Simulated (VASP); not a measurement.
# Si (Fd-3m) in VASP: further runs, part 2 of 2

VASP 6.6.1.

## Step 3: Single point, PBE

INCAR

```
SYSTEM = Si
PREC = Accurate
ENCUT = 520
EDIFF = 1E-6
ISMEAR = 0
SIGMA = 0.014
LREAL = .False.
LASPH = .True.
NELM = 100
ALGO = Normal
ISIF = 2
LWAVE = .False.
LCHARG = .False.
GGA = PE
NBANDS = 11
```

KPOINTS

```
Automatic mesh
0
Gamma
  8 8 8
  0 0 0
```

POSCAR

```
Si
1.0
    0.0000000000      2.7218511865      2.7218511865
    2.7218511865      0.0000000000      2.7218511865
    2.7218511865      2.7218511865      0.0000000000
Si
2
Direct
    0.5000000000      0.5000000000      0.5000000000
    0.7500000000      0.7500000000      0.7500000000
```

Potentials or basis: VASP PAW PBE potentials, release 64 (Si).

Run with:

```
$ cat potpaw_PBE.64/Si/POTCAR > POTCAR
$ mpirun -np 1 vasp_std > vasp.out
```

OUTCAR:

```text
SYSTEM = Si
   PREC = Accurate
   ENCUT = 520
   EDIFF = 1E-6
   ISMEAR = 0
   LREAL = .False.
   LASPH = .True.
   NELM = 100
   ISIF = 2
   GGA = PE

 ion  position               nearest neighbor table
   1  0.500  0.500  0.500-   2 2.36   2 2.36   2 2.36   2 2.36
   2  0.750  0.750  0.750-   1 2.36   1 2.36   1 2.36   1 2.36

  LATTYP: Found a face centered cubic cell.
 ALAT       =     5.4437023730

  Lattice vectors:

 A1 = (   0.0000000000,   2.7218511865,   2.7218511865)
 A2 = (   2.7218511865,   0.0000000000,   2.7218511865)
 A3 = (   2.7218511865,   2.7218511865,   0.0000000000)

Analysis of symmetry for initial positions (statically):
=====================================================================
 Subroutine PRICEL returns:
 Original cell was already a primitive cell.

 Routine SETGRP: Setting up the symmetry group for a
 face centered cubic supercell.

 Subroutine GETGRP returns: Found 48 space group operations
 (whereof 24 operations were pure point group operations)
 out of a pool of 48 trial point group operations.

The static configuration has the point symmetry T_d .
 The point group associated with its full space group is O_h .

Analysis of symmetry for dynamics (positions and initial velocities):
=====================================================================
 Subroutine PRICEL returns:
 Original cell was already a primitive cell.

 Routine SETGRP: Setting up the symmetry group for a
 face centered cubic supercell.

 Subroutine GETGRP returns: Found 48 space group operations
 (whereof 24 operations were pure point group operations)
 out of a pool of 48 trial point group operations.

The dynamic configuration has the point symmetry T_d .
 The point group associated with its full space group is O_h .

 Subroutine INISYM returns: Found 48 space group operations
 (whereof 24 operations are pure point group operations),
 and found     1 'primitive' translations

----------------------------------------------------------------------------------------

                                     Primitive cell

  volume of cell :      40.3295

  direct lattice vectors                    reciprocal lattice vectors
     0.000000000  2.721851186  2.721851186    -0.183698507  0.183698507  0.183698507
     2.721851186  0.000000000  2.721851186     0.183698507 -0.183698507  0.183698507
     2.721851186  2.721851186  0.000000000     0.183698507  0.183698507 -0.183698507

  length of vectors
     3.849278863  3.849278863  3.849278863     0.318175148  0.318175148  0.318175148

  position of ions in fractional coordinates (direct lattice)
     0.500000000  0.500000000  0.500000000
     0.750000000  0.750000000  0.750000000

  ion indices of the primitive-cell ions
   primitive index   ion index
                 1           1
                 2           2

----------------------------------------------------------------------------------------

 KPOINTS: Automatic mesh

Automatic generation of k-mesh.
 Grid dimensions read from file:
 generate k-points for:    8    8    8

 Generating k-lattice:

  Cartesian coordinates                     Fractional coordinates (reciprocal lattice)
    -0.022962313  0.022962313  0.022962313     0.125000000  0.000000000  0.000000000
     0.022962313 -0.022962313  0.022962313     0.000000000  0.125000000  0.000000000
     0.022962313  0.022962313 -0.022962313     0.000000000  0.000000000  0.125000000

  Length of vectors
     0.039771893  0.039771893  0.039771893

  Shift w.r.t. Gamma in fractional coordinates (k-lattice)
     0.000000000  0.000000000  0.000000000

 Subroutine IBZKPT returns following result:
 ===========================================

 Found     29 irreducible k-points:

 Following reciprocal coordinates:
            Coordinates               Weight
  0.000000  0.000000  0.000000      1.000000
  0.125000  0.000000  0.000000      8.000000
  0.250000  0.000000  0.000000      8.000000
  0.375000  0.000000  0.000000      8.000000
  0.500000  0.000000  0.000000      4.000000
  0.125000  0.125000  0.000000      6.000000
[... 16 lines left out ...]
  0.500000  0.250000  0.125000     48.000000
 -0.375000  0.250000  0.125000     24.000000
 [... further k-points ...]
   k-points           NKPTS =     29   k-points in BZ     NKDIM =     29   number of bands    NBANDS=     11
   number of dos      NEDOS =    301   number of ions     NIONS =      2
   total plane-waves  NPLWV =  27000
   dimension x,y,z NGX =    30 NGY =   30 NGZ =   30
   dimension x,y,z NGXF=    60 NGYF=   60 NGZF=   60
   ions per type =               2
   NGX,Y,Z   is equivalent  to a cutoff of  12.96, 12.96, 12.96 a.u.
   NGXF,Y,Z  is equivalent  to a cutoff of  25.91, 25.91, 25.91 a.u.
 SYSTEM =  Si
   PREC   = accura    normal or accurate (medium, high low for compatibility)
   ISTART =      0    job   : 0-new  1-cont  2-samecut
   ICHARG =      2    charge: 1-file 2-atom 10-const
   ISPIN  =      1    spin polarized calculation?
   LNONCOLLINEAR =      F non collinear calculations
   LSORBIT =      F    spin-orbit coupling
   LASPH  =      T    aspherical Exc in radial PAW
   ENCUT  =  520.0 eV  38.22 Ry    6.18 a.u.   7.16  7.16  7.16*2*pi/ulx,y,z
   NELM   =    100;   NELMIN=  2; NELMDL= -5     # of ELM steps
   EDIFF  = 0.1E-05   stopping-criterion for ELM
   LREAL  =      F    real-space projection
   EDIFFG = 0.1E-04   stopping-criterion for IOM
   NSW    =      0    number of steps for IOM
   IBRION =     -1    ionic relax: 0-MD 1-quasi-New 2-CG
   NFREE  =      0    steps in history (QN), initial steepest desc. (CG)
   ISIF   =      2    stress and relaxation
   ISYM   =      2    0-nonsym 1-usesym 2-fastsym
   POTIM  = 0.5000    time-step for ionic-motion
   TEBEG  =    0.0;   TEEND  =   0.0 temperature during run
   PSTRESS=    0.0 pullay stress
   NELECT =       8.0000    total number of electrons
   NUPDOWN=      -1.0000    fix difference up-down
   EMIN   =  10.00;   EMAX   =-10.00  energy-range for DOS
   EFERMI =   0.00;   METHOD = LEGACY
   ISMEAR =     0;   SIGMA  =   0.01  broadening in eV -4-tet -1-fermi 0-gaus
   EFERMI_NEDOS =   21; number of points for ismear=-14 and -15
   IALGO  =     38    algorithm
   IMIX   =      4    mixing-type and parameters
     AMIX     =   0.40;   BMIX     =  1.00
     AMIX_MAG =   1.60;   BMIX_MAG =  1.00
  volume/ion in A,a.u.               =      20.16       136.08
  Fermi-wavevector in a.u.,A,eV,Ry     =   0.954766  1.804247 12.402783  0.911579
  Thomas-Fermi vector in A             =   2.083543
   LORBIT       =      0    0 simple, 1 ext, 2 COOP (PROOUT), +10 PAW based schemes
   GGA     = PE    functional components
   LHFCALC =     F    Hartree Fock is set to
   AEXX    =    0.0000 exact exchange contribution
   IVDW    =     0    specifies the selected vdW correction
   LEPSILON=     F    determine dielectric tensor
   LRPA    =     F    only Hartree local field effects (RPA)
 non-spin polarized calculation
 Gauss-broadening in eV      SIGMA  =   0.01
  energy-cutoff  :      520.00
  volume of cell :       40.33
 maximum number of plane-waves:      1106
 NGX is ok and might be reduce to    30
   NGX = 15   NGY = 15   NGZ = 15

 number of electron       8.0000001 magnetization

 Free energy of the ion-electron system (eV)
  ---------------------------------------------------
  ext. energy  EPLUGINS =         0.00000000
  ---------------------------------------------------
  free energy    TOTEN  =       -10.84388587 eV

  energy without entropy =      -10.84388587  energy(sigma->0) =      -10.84388587

 E-fermi :   5.8786     XC(G=0):  -9.3803

 val. band max:        5.7548031655   @ k =   0.0000   0.0000   0.0000
 cond. band min:       6.3825813520   @ k =   0.3750   0.3750   0.0000
 fundamental gap:      0.6277781865
 Fermi energy:         5.8786343546

 k-point     1 :       0.0000    0.0000    0.0000
  band No.  band energies     occupation
      1      -6.1536      2.00000
      2       5.7548      2.00000
      3       5.7548      2.00000
      4       5.7548      2.00000
      5       8.3171      0.00000
      6       8.3171      0.00000
      7       8.3171      0.00000
      8       9.0460      0.00000
      9      13.4706      0.00000
     10      13.4706      0.00000
     11      13.6859      0.00000
[... 309 lines left out ...]
 k-point    24 :      -0.3750    0.2500    0.1250
  band No.  band energies     occupation
      1      -3.3047      2.00000
      2      -1.0019      2.00000
      3       2.3283      2.00000
      4       3.6141      2.00000
      5       8.8085      0.00000
      6       8.8917      0.00000
      7      11.6446      0.00000
      8      12.8539      0.00000
      9      13.1219      0.00000
     10      16.3117      0.00000
     11      17.4050      0.00000

 [... further k-points ...]
[... 5 lines left out ...]
  --------------------------------------------------------------------------------------
  -------------------------------------------------------------------------------------
  Total        0.3185223      0.3185223      0.3185223      0.0000000     -0.0000000      0.0000000
  in kB       12.6539832     12.6539832     12.6539832      0.0000000     -0.0000000      0.0000000
  external PRESSURE =      12.6539832 kB  Pullay stress =       0.0000000 kB

 VOLUME and BASIS-vectors are now :
 -----------------------------------------------------------------------------
  energy-cutoff  :      520.00
  volume of cell :       40.33
      direct lattice vectors                 reciprocal lattice vectors
     0.000000000  2.721851186  2.721851186    -0.183698507  0.183698507  0.183698507
     2.721851186  0.000000000  2.721851186     0.183698507 -0.183698507  0.183698507
     2.721851186  2.721851186  0.000000000     0.183698507  0.183698507 -0.183698507

 POSITION                                       TOTAL-FORCE (eV/Angst)
 -----------------------------------------------------------------------------------
      2.72185      2.72185      2.72185        -0.000000     -0.000000     -0.000000
      4.08278      4.08278      4.08278         0.000000      0.000000      0.000000
 -----------------------------------------------------------------------------------
    total drift:                                0.000000     -0.000000     -0.000000

  FREE ENERGIE OF THE ION-ELECTRON SYSTEM (eV)
  ---------------------------------------------------
  free  energy   TOTEN  =       -10.8438858696 eV

  energy  without entropy=      -10.8438858696  energy(sigma->0) =      -10.84388587
```

It took 17 s on 1 thread of Intel Xeon Platinum 8375C at 2.90GHz (Ice Lake), shared host; peak memory 0.15 GiB.

Results:

```yaml
Free_energy: -10.8439 eV
Pressure: 1.3 GPa
Band_gap_on_the_k_mesh: 0.63 eV, indirect (least direct gap 2.56 eV)
```

Levels at points of the mesh, in eV from the valence-band top:
| k point | band 1 | band 2 | band 3 | band 4 | band 5 | band 6 | band 7 | band 8 | band 9 |
| --- | --- | --- | --- | --- | --- | --- | --- | --- | --- |
| (0.00, 0.00, 0.00) | -11.91 | 0.00 | 0.00 | 0.00 | 2.56 | 2.56 | 2.56 | 3.29 | 7.72 |
| (0.50, 0.00, 0.00) | -9.60 | -6.93 | -1.19 | -1.19 | 1.51 | 3.34 | 3.34 | 7.72 | 10.53 |
| (0.50, 0.50, 0.00) | -7.79 | -7.79 | -2.83 | -2.83 | 0.72 | 0.72 | 10.05 | 10.05 | 10.95 |

A k mesh can miss the band edges. PBE gaps usually lie below the measured ones, often by a third to a half.

## Step 4: Single point, PBE

INCAR

```
PREC = Accurate
ENCUT = 520
EDIFF = 1E-7
ISMEAR = 0
SIGMA = 0.016
LREAL = False
LASPH = True
NELM = 100
ALGO = Normal
ISIF = 2
LWAVE = False
LCHARG = False
GGA = PE
NBANDS = 11
```

KPOINTS

```
Automatic mesh
0
Gamma
  8 8 8
```

POSCAR is that of step 3.

Run with:

```
$ cat potpaw_PBE.64/Si/POTCAR > POTCAR
$ mpirun -np 1 vasp_std > vasp.out
```

Wall time 20 s (1 thread of Intel Xeon Platinum 8375C at 2.90GHz (Ice Lake), shared host); peak memory 0.16 GiB.

The run converged. Its results:

```
Free energy            : -10.8439 eV
Pressure               : 1.3 GPa
Band gap on the k mesh : 0.63 eV, indirect (least direct gap 2.56 eV)
```

Levels at points of the mesh, in eV from the valence-band top:
```
           k point  band 2  band 3  band 4  band 5  band 6  band 7
(0.00, 0.00, 0.00)    0.00    0.00    0.00    2.56    2.56    2.56
(0.50, 0.00, 0.00)   -6.93   -1.19   -1.19    1.51    3.34    3.34
(0.50, 0.50, 0.00)   -7.79   -2.83   -2.83    0.72    0.72   10.05
```

A k mesh can miss the band edges. As with any semilocal functional, this PBE gap is likely too small.

## Step 5: Overview

```csv
k mesh,smearing,gap on the mesh (eV),pressure (GPa)
6 × 6 × 6,fermi-dirac 0.06 eV,0.72,1.3
8 × 8 × 8,gaussian 0.014 eV,0.63,1.3
8 × 8 × 8,gaussian 0.016 eV,0.63,1.3
```

Alike in all rows: task single point; level PBE; potentials or basis VASP PAW PBE potentials, release 64 (Si); no spin polarisation; cell as given; cutoff (eV) 520.

On the cell as given the gap runs from 0.63 eV (PBE) to 0.72 eV (PBE); the meshes differ, which moves gaps too.

Absolute energies hang on the potentials; compare differences alone.
